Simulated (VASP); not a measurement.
Wanted: the native input for a VASP 6.6.1 run.

```yaml
Task: single point
Functional: PBE
Potentials_or_basis: VASP PAW PBE potentials, release 64 (Pb_d, F)
Cutoff: 520 eV
k_mesh: 8 × 8 × 8
Occupations: gaussian, width 0.05 eV
Spin: no spin polarisation
Dipole_correction: no
Further_INCAR_settings: ALGO = Normal; EDIFF = 1e-07; NBANDS = 21
```

The structure of PbF2 lies in POSCAR:

```
PbF2
1.0
    0.0000000000      2.9921238750      2.9921238750
    2.9698500000      0.0222738750      2.9698500000
    2.9698500000      2.9698500000      0.0222738750
Pb F
1 2
Direct
    0.0000000000      0.0000000000      0.0000000000
    0.2500000000      0.2500000000      0.2500000000
    0.7500000000      0.7500000000      0.7500000000
```

This cell differs from its parent crystal: strain +0.0150 x Voigt [0, 0, 0, 1, 0, 0].

These files were run (other wordings do the same):

INCAR

```
  PREC = Accurate
  ENCUT = 520
  EDIFF = 1E-7
  ISMEAR = 0
  SIGMA = 0.05
  LREAL = F
  LASPH = T
  NELM = 80
  ALGO = Normal
  ISIF = 2
  LWAVE = F
  LCHARG = F
  GGA = PE
  NBANDS = 21
```

KPOINTS

```
Automatic mesh
0
Gamma
  8 8 8
```

Potentials or basis: VASP PAW PBE potentials, release 64 (Pb_d, F).

Run with:

```bash
$ cat potpaw_PBE.64/Pb_d/POTCAR potpaw_PBE.64/F/POTCAR > POTCAR
$ mpirun -np 1 vasp_std > vasp.out
```

It gave:

```
Pressure               : 2.0 GPa
Largest force          : 0.043 eV/Å
Band gap on the k mesh : 4.42 eV, indirect (least direct gap 4.56 eV)
```

Caveat: the cell differs from its parent crystal (strain +0.0150 x Voigt [0, 0, 0, 1, 0, 0]); spin-orbit coupling is left out, which moves the levels of the heavy elements.

Run time: 58 s on 1 thread of Intel(R) Xeon(R) Platinum 8259CL CPU @ 2.50GHz (Skylake/Cascade Lake) (shared host), peak memory 0.23 GiB.
